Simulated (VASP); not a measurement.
NbSn (L11 type): electric field gradients with PBE

Crystal: NbSn (L11 type).

```
CELL_PARAMETERS angstrom
1.57254 -0.90791 4.75814
0.00000 1.81581 4.75814
-1.57254 -0.90791 4.75814
ATOMIC_POSITIONS crystal
Nb 0.00000 0.00000 0.00000
Sn 0.50000 0.50000 0.50000
```

```yaml
Program: VASP 6.6.1
Task: electric field gradients
Functional: PBE
Potentials_or_basis: VASP PAW PBE potentials, release 64 (Nb_sv, Sn_d)
Cutoff: 520 eV
k_mesh: 16 × 16 × 16
Occupations: fermi-dirac, width 0.03 eV
Spin: no spin polarisation
Dipole_correction: no
Further_INCAR_settings: ALGO = Normal; EDIFF = 1e-08; NBANDS = 20
```

```yaml
Pressure: -0.1 GPa
Band_gap_on_the_k_mesh: zero (an odd number of electrons rules out a gap without spin polarisation)
Largest_electric_field_gradient_by_atom: Nb +60.4; Sn -258.9 V/Å²
```

Levels at points of the mesh, in eV from the Fermi level:
| k point | band 10 | band 11 | band 12 | band 13 | band 14 | band 15 | band 16 | band 17 |
| --- | --- | --- | --- | --- | --- | --- | --- | --- |
| (0.00, 0.00, 0.00) | -11.31 | -3.23 | -2.77 | 0.17 | 0.17 | 1.83 | 1.83 | 3.97 |
| (0.50, 0.00, 0.00) | -6.09 | -5.64 | -3.72 | -1.87 | 0.10 | 2.75 | 3.41 | 3.69 |
| (0.50, 0.50, 0.00) | -6.98 | -4.50 | -2.67 | -0.80 | -0.53 | 1.14 | 2.56 | 3.70 |
| (0.50, 0.50, 0.50) | -10.49 | -6.20 | -1.75 | 0.02 | 0.02 | 1.70 | 1.70 | 7.38 |

Electric field gradients, principal values (V/Å²):
| atom | least | middle | greatest (by size) |
| --- | --- | --- | --- |
| 1 Nb | -30.188 | -30.188 | 60.375 |
| 2 Sn | 129.466 | 129.466 | -258.932 |

Wall time 9.5 min on 1 thread of Intel(R) Xeon(R) Platinum 8488C (Sapphire Rapids), on a shared host, peak memory 0.51 GiB.

Caveat: without QUAD_EFG the Cq values of the log hold for a quadrupole moment of 1 mb, not for the nuclei; spin-orbit coupling is left out, which moves the levels of the heavy elements.
